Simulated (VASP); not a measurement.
Here is a VASP 6.6.1 calculation.

POSCAR

```
SiC
1.0
    0.0000000000      2.4450081589      1.7286207683
    2.4450081589      0.0000000000      1.7286207683
    2.4450081589      2.4450081589      0.0000000000
Si C
1 1
Direct
    0.0000000000      0.0000000000      0.0000000000
    0.7500000000      0.7500000000      0.7500000000
```

File INCAR.step1:

```
SYSTEM = SiC
PREC     = Accurate       ! precision mode
ENCUT    = 520            ! plane-wave cutoff, eV
ISMEAR   = 0              ! smearing method
SIGMA    = 0.05           ! smearing width, eV
LREAL    = .FALSE.        ! projectors in reciprocal space
LASPH    = .TRUE.         ! aspherical terms in the spheres
NELM     = 100            ! most SCF steps
NBANDS   = 11             ! bands
GGA      = PE             ! functional
ALGO     = Normal         ! electronic algorithm
EDIFF    = 1E-4           ! SCF threshold, eV
LWAVE    = .TRUE.         ! write WAVECAR
LCHARG   = .FALSE.        ! write CHGCAR
```

File INCAR.step2:

```
SYSTEM = SiC
PREC     = Accurate       ! precision mode
ENCUT    = 520            ! plane-wave cutoff, eV
EDIFF    = 1E-6           ! SCF threshold, eV
ISMEAR   = 0              ! smearing method
SIGMA    = 0.05           ! smearing width, eV
LREAL    = .FALSE.        ! projectors in reciprocal space
LASPH    = .TRUE.         ! aspherical terms in the spheres
NELM     = 100            ! most SCF steps
ALGO     = Normal         ! electronic algorithm
ISIF     = 2              ! what is computed and relaxed
LWAVE    = .FALSE.        ! write WAVECAR
LCHARG   = .FALSE.        ! write CHGCAR
METAGGA  = R2SCAN         ! meta-GGA
LMIXTAU  = .TRUE.       
NBANDS   = 11             ! bands
ISTART   = 1
```

File KPOINTS:

```
regular mesh
0
G
  12 12 12
  0 0 0
```

Potentials or basis: VASP PAW PBE potentials, release 64 (Si, C).

Command:

```sh
$ cat potpaw_PBE.64/Si/POTCAR potpaw_PBE.64/C/POTCAR > POTCAR
$ cp INCAR.step1 INCAR
$ mpirun -np 1 vasp_std > vasp.out
$ cp INCAR.step2 INCAR
$ mpirun -np 1 vasp_std > vasp.out
```

Task: Estimate the pressure.

Result: -9.1 GPa.

Task: What does it give for the band gap on the k mesh?

Result: Zero (band 4 reaches 9.59 eV, above the bottom of band 5 at 8.64 eV).

Stress tensor (GPa, compression positive):
```
-27.64   0.00   0.00
  0.00 -27.64   0.00
  0.00   0.00  28.01
```

Caveat: the PAW data sets were made with another functional, which shifts forces and pressure a little.
